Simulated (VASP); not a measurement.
# Bi7Sb (R3m) in VASP: further runs

The runs below take Bi7Sb through relaxation of cell and atoms, with PBE+D3(BJ).

Program: VASP 6.6.1. These are calculated values, not measurements. Logs are shortened: lines on timing, memory, paths and dates and some standing lists are left out, and cuts for length are marked.

## 1. The cell of the first run

Symmetry: R3m, No. 160, trigonal system. Conventional cell: a = 9.015 Å, b = 9.015 Å, c = 11.742 Å, α = 90.00°, β = 90.00°, γ = 120.00°. Within 4.0 Å of Sb (site symmetry 3m) lie 6 Bi at 3.05 to 3.49 Å. Within 4.0 Å of Bi (site symmetry m) lie 6 Bi at 3.05 to 3.49 Å. Within 4.0 Å of Bi (site symmetry 3m) lie 6 Bi at 3.05 to 3.49 Å. Bi (site symmetry m) has 4 Bi at 3.05 to 3.49 Å and 2 Sb at 3.05 to 3.49 Å within 4.0 Å.

## 2. Relaxation of cell and atoms, PBE+D3(BJ)

Input file INCAR:

```
ALGO = Normal ; EDIFF = 1E-6
EDIFFG = -0.01 ; ENCUT = 600
GGA = PE ; IBRION = 2
ISIF = 3 ; ISMEAR = 0
IVDW = 12 ; KPAR = 4
LASPH = True ; LCHARG = False
LREAL = False ; LWAVE = False
NELM = 80 ; NSW = 90
PREC = Accurate ; SIGMA = 0.03
```

Input file KPOINTS:

```
k-points
0
Gamma
  6 6 4
```

Input file POSCAR:

```
Bi7Sb
1.0
    9.0149569400      0.0000000000      0.0000000000
    4.5074784700     -7.8071817200      0.0000000000
    4.5074784700     -2.6023939100     -7.8282029600
Sb Bi
2 14
Direct
    0.1170000000      0.6170000000      0.1490000000
    0.6170000000      0.1170000000      0.6490000000
    0.1170000000      0.1170000000      0.1490000000
    0.1170000000      0.6170000000      0.6490000000
    0.1170000000      0.1170000000      0.6490000000
    0.6170000000      0.6170000000      0.1490000000
    0.6170000000      0.1170000000      0.1490000000
    0.6170000000      0.6170000000      0.6490000000
    0.3830000000      0.8830000000      0.3510000000
    0.3830000000      0.3830000000      0.3510000000
    0.3830000000      0.8830000000      0.8510000000
    0.3830000000      0.3830000000      0.8510000000
    0.8830000000      0.8830000000      0.3510000000
    0.8830000000      0.3830000000      0.3510000000
    0.8830000000      0.8830000000      0.8510000000
    0.8830000000      0.3830000000      0.8510000000
```

Potentials or basis: VASP PAW PBE potentials, release 64 (Sb, Bi_d).

Run with:

```sh
$ cat potpaw_PBE.64/Sb/POTCAR potpaw_PBE.64/Bi_d/POTCAR > POTCAR
$ mpirun -np 4 vasp_std > vasp.out
```

OUTCAR:

```text
EDIFF = 1E-6
   EDIFFG = -0.01
   ENCUT = 600
   GGA = PE
   IBRION = 2
   ISIF = 3
   ISMEAR = 0
   IVDW = 12
   LASPH = True
   LREAL = False
   NELM = 80
   NSW = 90
   PREC = Accurate
 IVDW          = 12

 ion  position               nearest neighbor table
   1  0.117  0.617  0.149-  13 3.05  14 3.05  10 3.05  15 3.49  11 3.49  12 3.49
   2  0.617  0.117  0.649-  12 3.05  11 3.05  15 3.05  10 3.49  14 3.49  13 3.49
   3  0.117  0.117  0.149-  14 3.05  13 3.05   9 3.05  16 3.49  12 3.49  11 3.49
   4  0.117  0.617  0.649-  15 3.05  16 3.05  12 3.05  13 3.49   9 3.49  10 3.49
   5  0.117  0.117  0.649-  16 3.05  15 3.05  11 3.05  14 3.49  10 3.49   9 3.49
   6  0.617  0.617  0.149-   9 3.05  10 3.05  14 3.05  11 3.49  15 3.49  16 3.49
[... 8 lines left out ...]
  15  0.883  0.883  0.851-   4 3.05   5 3.05   2 3.05   1 3.49   6 3.49   7 3.49
  16  0.883  0.383  0.851-   5 3.05   4 3.05   8 3.05   3 3.49   7 3.49   6 3.49
[... 7 lines left out ...]
 A1 = (  -4.5074784700,  -2.6023939100,  -7.8282029600)
 A2 = (   0.0000000000,   5.2047878100,  -7.8282029600)
 A3 = (   4.5074784700,  -2.6023939100,  -7.8282029600)

Analysis of symmetry for initial positions (statically):
=====================================================================
 Subroutine PRICEL returns following result:

  LATTYP: Found a trigonal (rhomboedric) cell.
 ALAT       =     6.5122965684
 COS(alpha) =     0.0418599866

  Lattice vectors:

 A1 = (   0.0000000000,  -5.2047878150,  -3.9141014800)
 A2 = (  -4.5074784700,   2.6023939050,  -3.9141014800)
 A3 = (   4.5074784700,   2.6023939050,  -3.9141014800)

   2 primitive cells build up your supercell.

 Routine SETGRP: Setting up the symmetry group for a
 trigonal (rhombohedral) supercell.

 Subroutine GETGRP returns: Found  6 space group operations
 (whereof  2 operations were pure point group operations)
 out of a pool of 12 trial point group operations.

The static configuration has the point symmetry C_1h.
 The point group associated with its full space group is C_3v.

Analysis of symmetry for dynamics (positions and initial velocities):
=====================================================================
 Subroutine PRICEL returns following result:

  LATTYP: Found a trigonal (rhomboedric) cell.
 ALAT       =     6.5122965684
 COS(alpha) =     0.0418599866

  Lattice vectors:

 A1 = (   0.0000000000,  -5.2047878150,  -3.9141014800)
 A2 = (  -4.5074784700,   2.6023939050,  -3.9141014800)
 A3 = (   4.5074784700,   2.6023939050,  -3.9141014800)

   2 primitive cells build up your supercell.

 Routine SETGRP: Setting up the symmetry group for a
 trigonal (rhombohedral) supercell.

 Subroutine GETGRP returns: Found  6 space group operations
 (whereof  2 operations were pure point group operations)
 out of a pool of 12 trial point group operations.

The dynamic configuration has the point symmetry C_1h.
 The point group associated with its full space group is C_3v.

 Subroutine INISYM returns: Found  6 space group operations
 (whereof  2 operations are pure point group operations),
 and found     2 'primitive' translations

----------------------------------------------------------------------------------------

                                     Primitive cell

  volume of cell :     275.4800

  direct lattice vectors                    reciprocal lattice vectors
     0.000000000 -5.204787815 -3.914101480    -0.000000000 -0.128087194 -0.085162159
    -4.507478470  2.602393905 -3.914101480    -0.110926764  0.064043597 -0.085162159
     4.507478470  2.602393905 -3.914101480     0.110926764  0.064043597 -0.085162159

  length of vectors
     6.512296568  6.512296568  6.512296568     0.153814572  0.153814572  0.153814572

  position of ions in fractional coordinates (direct lattice)
     0.766000000  0.266000000  0.266000000
     0.266000000  0.766000000  0.266000000
     0.266000000  0.266000000  0.766000000
     0.766000000  0.766000000  0.766000000
     0.234000000  0.734000000  0.734000000
     0.734000000  0.234000000  0.734000000
     0.734000000  0.734000000  0.234000000
     0.234000000  0.234000000  0.234000000

  ion indices of the primitive-cell ions
   primitive index   ion index
                 1           1
                 2           3
                 3           4
                 4           6
                 5           9
[... 28 lines left out ...]
|           W    W   A  A   R    R  NN   N  II  NN   N  G    G  !!!           |
|           W    W  A    A  R    R  N N  N  II  N N  N  G       !!!           |
|           W WW W  AAAAAA  RRRRR   N  N N  II  N  N N  G  GGG   !            |
|           WW  WW  A    A  R   R   N   NN  II  N   NN  G    G                |
|           W    W  A    A  R    R  N    N  II  N    N   GGGG   !!!           |
|                                                                             |
|     Your reciprocal lattice and k-lattice belong to different lattice       |
|     classes:                                                                |
|                                                                             |
|        The reciprocal lattice is rhombohedral (trigonal),                   |
|        whereas your k-lattice is base-centered monoclinic.                  |
|                                                                             |
|     Results are often still useful ...                                      |
|                                                                             |
 -----------------------------------------------------------------------------

 WARNING: IBZKPT: internal override: KBLOWUP is changed to .FALSE.
      ... skipping the blow-up phase ...

 Subroutine IBZKPT returns following result:
 ===========================================

 Found     40 irreducible k-points:

 Following reciprocal coordinates:
            Coordinates               Weight
  0.000000  0.000000  0.000000      1.000000
  0.166667  0.000000  0.000000      4.000000
  0.333333  0.000000  0.000000      4.000000
  0.500000 -0.000000  0.000000      3.000000
  0.166667  0.166667  0.000000      2.000000
  0.333333  0.166667  0.000000      4.000000
[... 16 lines left out ...]
 -0.333333  0.166667  0.250000      4.000000
 -0.166667  0.166667  0.250000      4.000000
 [... further k-points ...]
   k-points           NKPTS =     40   k-points in BZ     NKDIM =     40   number of bands    NBANDS=    132
   number of dos      NEDOS =    301   number of ions     NIONS =     16
   total plane-waves  NPLWV = 414720
   dimension x,y,z NGX =    72 NGY =   72 NGZ =   80
   dimension x,y,z NGXF=   144 NGYF=  144 NGZF=  160
   ions per type =               2  14
   NGX,Y,Z   is equivalent  to a cutoff of  13.28, 13.28, 14.15 a.u.
   NGXF,Y,Z  is equivalent  to a cutoff of  26.56, 26.56, 28.30 a.u.
 SYSTEM =  unknown system
   PREC   = accura    normal or accurate (medium, high low for compatibility)
   ISTART =      0    job   : 0-new  1-cont  2-samecut
   ICHARG =      2    charge: 1-file 2-atom 10-const
   ISPIN  =      1    spin polarized calculation?
   LNONCOLLINEAR =      F non collinear calculations
   LSORBIT =      F    spin-orbit coupling
   LASPH  =      T    aspherical Exc in radial PAW
   ENCUT  =  600.0 eV  44.10 Ry    6.64 a.u.  18.01 18.01 18.78*2*pi/ulx,y,z
   NELM   =     80;   NELMIN=  2; NELMDL= -5     # of ELM steps
   EDIFF  = 0.1E-05   stopping-criterion for ELM
   LREAL  =      F    real-space projection
   EDIFFG = -.1E-01   stopping-criterion for IOM
   NSW    =     90    number of steps for IOM
   IBRION =      2    ionic relax: 0-MD 1-quasi-New 2-CG
   NFREE  =      1    steps in history (QN), initial steepest desc. (CG)
   ISIF   =      3    stress and relaxation
   ISYM   =      2    0-nonsym 1-usesym 2-fastsym
   POTIM  = 0.5000    time-step for ionic-motion
   TEBEG  =    0.0;   TEEND  =   0.0 temperature during run
   PSTRESS=    0.0 pullay stress
   NELECT =     220.0000    total number of electrons
   NUPDOWN=      -1.0000    fix difference up-down
   EMIN   =  10.00;   EMAX   =-10.00  energy-range for DOS
   EFERMI =   0.00;   METHOD = LEGACY
   ISMEAR =     0;   SIGMA  =   0.03  broadening in eV -4-tet -1-fermi 0-gaus
   EFERMI_NEDOS =   21; number of points for ismear=-14 and -15
   IALGO  =     38    algorithm
   IMIX   =      4    mixing-type and parameters
     AMIX     =   0.40;   BMIX     =  1.00
     AMIX_MAG =   1.60;   BMIX_MAG =  1.00
  volume/ion in A,a.u.               =      34.43       232.38
  Fermi-wavevector in a.u.,A,eV,Ry     =   1.205524  2.278109 19.773172  1.453287
  Thomas-Fermi vector in A             =   2.341217
   LORBIT       =      0    0 simple, 1 ext, 2 COOP (PROOUT), +10 PAW based schemes
   GGA     = PE    functional components
   LHFCALC =     F    Hartree Fock is set to
   AEXX    =    0.0000 exact exchange contribution
   IVDW    =    12    specifies the selected vdW correction
   LEPSILON=     F    determine dielectric tensor
   LRPA    =     F    only Hartree local field effects (RPA)
 conjugate gradient relaxation of ions
 non-spin polarized calculation
 Gauss-broadening in eV      SIGMA  =   0.03
  energy-cutoff  :      600.00
  volume of cell :      550.96
 maximum number of plane-waves:     18426
   NGX = 37   NGY = 37   NGZ = 37

--------------------------------------- Ionic step        1  -------------------------------------------

 number of electron     220.0000027 magnetization

 Free energy of the ion-electron system (eV)
  ---------------------------------------------------
  ext. energy  EPLUGINS =         0.00000000
  ---------------------------------------------------
  free energy    TOTEN  =       -62.44154073 eV

  energy without entropy =      -62.44071033  energy(sigma->0) =      -62.44112553

------------------------ aborting loop because EDIFF is reached ----------------------------------------

 Edisp (eV)   -7.31831

 E8    (eV) :    -3.6105
[... 147 lines left out ...]
  FREE ENERGIE OF THE ION-ELECTRON SYSTEM (eV)
  ---------------------------------------------------
  free  energy   TOTEN  =       -69.8184935410 eV

  energy  without entropy=      -69.8178624669  energy(sigma->0) =      -69.81817800

[... ionic steps 4 to 7 ...]

--------------------------------------- Ionic step        8  -------------------------------------------

 number of electron     220.0000016 magnetization

------------------------ aborting loop because EDIFF is reached ----------------------------------------
[... 103 lines left out ...]
--------------------------------------- Ionic step       10  -------------------------------------------

 number of electron     220.0000017 magnetization

 Free energy of the ion-electron system (eV)
  ---------------------------------------------------
  ext. energy  EPLUGINS =         0.00000000
  ---------------------------------------------------
  free energy    TOTEN  =       -62.44790431 eV

  energy without entropy =      -62.44714232  energy(sigma->0) =      -62.44752331

 E-fermi :   6.5663     XC(G=0):  -9.6088

 val. band max:        6.5453247524   @ k =   0.5000  -0.0000   0.2500
 cond. band min:       6.5720516525   @ k =  -0.3333  -0.3333   0.2500
 fundamental gap:      0.0267269001
 Fermi energy:         6.5662764275

 k-point     1 :       0.0000    0.0000    0.0000
  band No.  band energies     occupation
      1     -16.3934      2.00000
      2     -16.3934      2.00000
      3     -16.3899      2.00000
      4     -16.3196      2.00000
      5     -16.3196      2.00000
      6     -16.2754      2.00000
[... 2989 lines left out ...]
    121       9.1213      0.00000
    122       9.2095      0.00000

 [... further k-points ...]

 [bands above 122 left out]

------------------------ aborting loop because EDIFF is reached ----------------------------------------

 Edisp (eV)   -7.39973

 E8    (eV) :    -3.6501
[... 39 lines left out ...]
  FREE ENERGIE OF THE ION-ELECTRON SYSTEM (eV)
  ---------------------------------------------------
  free  energy   TOTEN  =       -69.8476352675 eV

  energy  without entropy=      -69.8468732765  energy(sigma->0) =      -69.84725427

 reached required accuracy - stopping structural energy minimisation
```

Run time: 2.2 h. Hardware: 4 MPI ranks of Intel Xeon Platinum 8488C (Sapphire Rapids), shared host; peak memory 2.5 GiB.

Results:

| Property | Result |
| --- | --- |
| Free energy | -69.8476 eV |
| Relaxed volume | 34.06 Å³/atom |
| Relaxed cell | a = 9.018 Å, b = 9.018 Å, c = 9.327 Å, α = 61.09°, β = 61.09°, γ = 60.00° |
| Space group after relaxing (to 0.1 Å) | R3m (No. 160) |
| Energy gained by relaxing | 5.5 meV/atom |
| Ionic steps | 10 |
| Pressure after relaxing | 0.0 GPa |
| Largest force after relaxing | 0.009 eV/Å |
| Band gap on the k mesh | zero (bands 110 and 111 overlap by 0.22 eV) |
| Dispersion energy per atom | -0.462 eV |

Forces in eV/Å, atoms in the order of the input:
```
Sb   0.000  0.000  0.001
Sb   0.000  0.000  0.001
Bi  -0.006 -0.004 -0.006
Bi   0.006 -0.004 -0.006
Bi   0.000  0.007 -0.006
Bi   0.000  0.007 -0.006
Bi   0.006 -0.004 -0.006
Bi  -0.006 -0.004 -0.006
Bi   0.000  0.000  0.009
Bi  -0.006 -0.004  0.003
Bi   0.006 -0.004  0.003
Bi   0.000  0.007  0.003
Bi   0.000  0.007  0.003
Bi   0.006 -0.004  0.003
Bi  -0.006 -0.004  0.003
Bi   0.000  0.000  0.009
```

Step by step:
| step | energy change (eV) | largest force (eV/Å) | pressure (GPa) | volume (Å³) |
| --- | --- | --- | --- | --- |
| 1 | 0.0000 | 0.3223 | 0.14 | 550.96 |
| 2 | -0.0473 | 0.1608 | -0.32 | 553.39 |
| 3 | -0.0586 | 0.0812 | -0.66 | 555.35 |
| 4 | -0.0832 | 0.0250 | -0.06 | 547.06 |
| 5 | -0.0834 | 0.0369 | 0.01 | 546.19 |
| 6 | -0.0851 | 0.0357 | 0.00 | 545.94 |
| 7 | -0.0873 | 0.0330 | 0.00 | 545.32 |
| 8 | -0.0875 | 0.0319 | 0.00 | 545.07 |
| 9 | -0.0877 | 0.0177 | -0.01 | 545.04 |
| 10 | -0.0878 | 0.0092 | -0.03 | 545.01 |

Final structure:
```cif
data_structure
_symmetry_space_group_name_H-M 'P 1'
_symmetry_Int_Tables_number 1
_cell_length_a 9.0178
_cell_length_b 9.0178
_cell_length_c 9.3272
_cell_angle_alpha 61.092
_cell_angle_beta 61.092
_cell_angle_gamma 60.000
_cell_volume 545.01
loop_
_atom_site_label
_atom_site_type_symbol
_atom_site_fract_x
_atom_site_fract_y
_atom_site_fract_z
_atom_site_occupancy
Sb1 Sb 0.11697 0.61697 0.14910 1
Sb2 Sb 0.61697 0.11697 0.64910 1
Bi1 Bi 0.11860 0.11902 0.14335 1
Bi2 Bi 0.11902 0.61902 0.64335 1
Bi3 Bi 0.11902 0.11860 0.64335 1
Bi4 Bi 0.61902 0.61860 0.14335 1
Bi5 Bi 0.61902 0.11902 0.14335 1
Bi6 Bi 0.61860 0.61902 0.64335 1
Bi7 Bi 0.38131 0.88131 0.35608 1
Bi8 Bi 0.37766 0.38371 0.35492 1
Bi9 Bi 0.38371 0.88371 0.85492 1
Bi10 Bi 0.38371 0.37766 0.85492 1
Bi11 Bi 0.88371 0.87766 0.35492 1
Bi12 Bi 0.88371 0.38371 0.35492 1
Bi13 Bi 0.87766 0.88371 0.85492 1
Bi14 Bi 0.88131 0.38131 0.85608 1
```

Caveat: spin-orbit coupling is left out, which moves the levels of the heavy elements.

## 3. Relaxation of cell and atoms, PBE+D3(BJ)

This run uses another cell than the first one, of 34.06 Å³/atom.

Changes to INCAR since step 2:

```diff
@@ -1,3 +1,3 @@
-ALGO = Normal ; EDIFF = 1E-6
-EDIFFG = -0.01 ; ENCUT = 600
+ALGO = Normal ; EDIFF = 1E-7
+EDIFFG = -0.005 ; ENCUT = 600
 GGA = PE ; IBRION = 2
```

KPOINTS is that of step 2.

Input file POSCAR:

```
Bi7Sb                                   
1.0
    9.0177669717      0.0000000000      0.0000000000
    4.5088834858     -7.8096152788      0.0000000000
    4.5088834858     -2.6032050962     -7.7388773889
  Sb              Bi            
     2    14
Direct
     0.1169653890620925    0.6169653890620930    0.1491038328137152
     0.6169653890620925    0.1169653890620928    0.6491038328137152
     0.1186014180974423    0.1190221473884704    0.1433542871256129
     0.1190221473884674    0.6190221473884703    0.6433542871256128
     0.1190221473884674    0.1186014180974452    0.6433542871256129
     0.6190221473884674    0.6186014180974453    0.1433542871256128
     0.6190221473884674    0.1190221473884704    0.1433542871256129
     0.6186014180974422    0.6190221473884703    0.6433542871256128
     0.3813050931225403    0.8813050931225377    0.3560847206323891
     0.3776631509211672    0.3837103270099106    0.3549161950590187
     0.3837103270099106    0.8837103270099106    0.8549161950590188
     0.3837103270099123    0.3776631509211625    0.8549161950590201
     0.8837103270099123    0.8776631509211625    0.3549161950590199
     0.8837103270099107    0.3837103270099106    0.3549161950590187
     0.8776631509211672    0.8837103270099106    0.8549161950590188
     0.8813050931225401    0.3813050931225375    0.8560847206323893
```

Potentials or basis: VASP PAW PBE potentials, release 64 (Sb, Bi_d).

Run with:

```sh
$ cat potpaw_PBE.64/Sb/POTCAR potpaw_PBE.64/Bi_d/POTCAR > POTCAR
$ mpirun -np 4 vasp_std > vasp.out
```

Wall time 2.2 h (4 MPI ranks of Intel Xeon Platinum 8488C (Sapphire Rapids), shared host); peak memory 2.4 GiB.

It converged, with:

* Free energy: -69.8476 eV
* Relaxed volume: 34.04 Å³/atom
* Relaxed cell: a = 9.015 Å, b = 9.015 Å, c = 9.325 Å, α = 61.09°, β = 61.09°, γ = 60.00°
* Space group after relaxing (to 0.1 Å): R3m (No. 160)
* Energy gained by relaxing: 0.0 meV/atom
* Ionic steps: 11
* Pressure after relaxing: 0.0 GPa
* Largest force after relaxing: 0.004 eV/Å
* Band gap on the k mesh: zero (bands 110 and 111 overlap by 0.21 eV)
* Dispersion energy per atom: -0.463 eV

Forces on the atoms (eV/Å):
```
Sb   0.000  0.000  0.003
Sb   0.000  0.000  0.003
Bi   0.000  0.000  0.002
Bi   0.000  0.000  0.002
Bi   0.000  0.000  0.002
Bi   0.000  0.000  0.002
Bi   0.000  0.000  0.002
Bi   0.000  0.000  0.002
Bi   0.000  0.000  0.001
Bi   0.002  0.001 -0.003
Bi  -0.002  0.001 -0.003
Bi   0.000 -0.002 -0.003
Bi   0.000 -0.002 -0.003
Bi  -0.002  0.001 -0.003
Bi   0.002  0.001 -0.003
Bi   0.000  0.000  0.001
```

Step by step:
```tsv
step	energy change (eV)	largest force (eV/Å)	pressure (GPa)	volume (Å³)
1	0.0000	0.0094	-0.03	545.01
2	-0.0001	0.0072	0.02	544.50
3	-0.0001	0.0076	0.01	544.61
4	-0.0001	0.0066	0.01	544.62
5	-0.0002	0.0075	0.01	544.67
6	-0.0004	0.0101	0.00	544.77
7	-0.0005	0.0154	-0.01	544.97
8	-0.0005	0.0133	-0.01	544.89
9	-0.0005	0.0112	0.00	544.83
10	-0.0007	0.0054	0.01	544.65
11	-0.0007	0.0037	0.02	544.57
```

Final structure:
```
CELL_PARAMETERS angstrom
9.01541 0.00000 0.00000
4.50771 -7.80758 0.00000
4.50771 -2.60253 -7.73657
ATOMIC_POSITIONS crystal
Sb 0.11736 0.61736 0.14792
Sb 0.61736 0.11736 0.64792
Bi 0.11706 0.11956 0.14383
Bi 0.11956 0.61956 0.64383
Bi 0.11956 0.11706 0.64383
Bi 0.61956 0.61706 0.14383
Bi 0.61956 0.11956 0.14383
Bi 0.61706 0.61956 0.64383
Bi 0.38179 0.88179 0.35463
Bi 0.37623 0.38422 0.35532
Bi 0.38422 0.88422 0.85532
Bi 0.38422 0.37623 0.85532
Bi 0.88422 0.87623 0.35532
Bi 0.88422 0.38422 0.35532
Bi 0.87623 0.88422 0.85532
Bi 0.88179 0.38179 0.85463
```

Levels at points of the mesh, in eV from the Fermi level:
```
           k point  band 106  band 107  band 108  band 109  band 110  band 111  band 112  band 113  band 114  band 115
(0.00, 0.00, 0.00)     -0.55     -0.55     -0.32     -0.30     -0.30     -0.20     -0.20      0.03      0.37      0.37
(0.50, 0.00, 0.00)     -1.37     -1.22     -1.22     -1.01     -1.01      1.24      1.24      1.68      1.68      1.80
(0.50, 0.50, 0.00)     -1.03     -0.90     -0.81     -0.33     -0.22      0.65      0.73      0.93      0.97      1.05
(0.00, 0.00, 0.50)     -1.06     -1.05     -1.05     -1.05     -1.05      1.56      1.56      1.73      1.73      1.73
```

Caveat: spin-orbit coupling is left out, which moves the levels of the heavy elements.
